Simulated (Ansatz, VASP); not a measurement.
One calculation of CsI, two programs

INCAR

```
SYSTEM = CsI
ALGO = Normal ; EDIFF = 1E-6
ENCUT = 500 ; GGA = PE
GGA_COMPAT = .FALSE. ; ISIF = 2
ISMEAR = 1 ; LASPH = .TRUE.
LCHARG = .FALSE. ; LREAL = .FALSE.
LWAVE = .FALSE. ; NBANDS = 15
NELM = 120 ; PREC = Accurate
SIGMA = 0.05
```

The input KPOINTS:

```
k-points
0
G
  4 4 4
  0 0 0
```

POSCAR

```
CsI
1.0
    4.6080833777      0.0000000000      0.0000000000
    0.0000000000      4.6080833777      0.0000000000
    0.0000000000      0.0000000000      4.6080833777
Cs I
1 1
Direct
    0.0000000000      0.0000000000      0.0000000000
    0.5000000000      0.5000000000      0.5000000000
```

Input for Ansatz:

```yaml
crystal:
  lattice:
    - [4.6080833777, 0.0, 0.0]
    - [0.0, 4.6080833777, 0.0]
    - [0.0, 0.0, 4.6080833777]
  atoms:
    - { symbol: Cs, position: [0.0, 0.0, 0.0] }
    - { symbol: I, position: [0.5, 0.5, 0.5] }
kpoints:
  mp_grid: { grid: [4, 4, 4] }
hamiltonian:
  xc: pbe
scf:
  occupations: { method: cold, width: 0.05 }
  n_extra_bands: 4
output:
  forces: true
  stress: true
  eigenvalues: true
```

Alike in both runs: task single point; functional PBE; k mesh 4 × 4 × 4; no spin polarisation.

|  | VASP | Ansatz |
| --- | --- | --- |
| version | VASP 6.6.1 | Ansatz 0.2.0 |
| potentials or method | VASP PAW PBE potentials, release 64 (Cs_sv, I) | plane waves |
| plane-wave cutoff (eV) | 500 | 420 |
| occupations | methfessel-paxton of order 1, width 0.05 eV | cold, width 0.05 eV |
| valence electrons in the cell | 16 | 26 |

Ansatz gave:

| Property | Result |
| --- | --- |
| gap on the k mesh at the Fermi level (eV) | 3.80 |
| pressure (GPa) | 0.4 |

**Question.** What did VASP give for the same quantities?

**Answer.** gap on the k mesh at the Fermi level (eV): 3.79; pressure (GPa): 0.5.

VASP's potentials hold 16 valence electrons a cell and Ansatz's 26, so a difference there can come from the potentials and not from the codes.

Neither program's run includes spin-orbit coupling.
